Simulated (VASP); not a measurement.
## Tl: single point with BLYP

Tl:

```
Tl
1.0
     3.92373    0.00000    0.00000
    -1.96187    3.39805    0.00000
     0.00000    0.00000    5.98255
Tl
2
Direct
  0.33333 0.66667 0.25000
  0.66667 0.33333 0.75000
```

```
Program                : VASP 6.6.1
Task                   : single point
Functional             : BLYP
Potentials or basis    : VASP PAW PBE potentials, release 64 (Tl_d)
Cutoff                 : 520 eV
k mesh                 : 16 × 16 × 9
Occupations            : fermi-dirac, width 0.1 eV
Spin                   : no spin polarisation
Dipole correction      : no
Further INCAR settings : ALGO = Normal; EDIFF = 1e-07; NBANDS = 20
```

The pressure is -1.5 GPa. The band gap on the k mesh is zero (bands 13 and 14 overlap by 3.18 eV).

Stress tensor (GPa, compression positive):
```
-1.41  0.00  0.00
 0.00 -1.41  0.00
 0.00  0.00 -1.66
```

Levels at points of the mesh, in eV from the Fermi level:
| k point | band 9 | band 10 | band 11 | band 12 | band 13 | band 14 | band 15 | band 16 | band 17 | band 18 |
| --- | --- | --- | --- | --- | --- | --- | --- | --- | --- | --- |
| (0.00, 0.00, 0.00) | -11.25 | -11.25 | -8.33 | -5.14 | -1.61 | 5.30 | 5.30 | 6.86 | 6.86 | 8.17 |
| (0.50, 0.00, 0.00) | -11.26 | -11.22 | -5.89 | -4.88 | -0.69 | 0.71 | 1.21 | 2.77 | 3.19 | 5.94 |

Wall time 4.7 min on 1 thread of Intel Xeon 8259CL, on a shared host, peak memory 0.33 GiB.

Caveat: the PAW data sets were made with another functional, which shifts forces and pressure a little; spin-orbit coupling is left out, which moves the levels of the heavy elements.
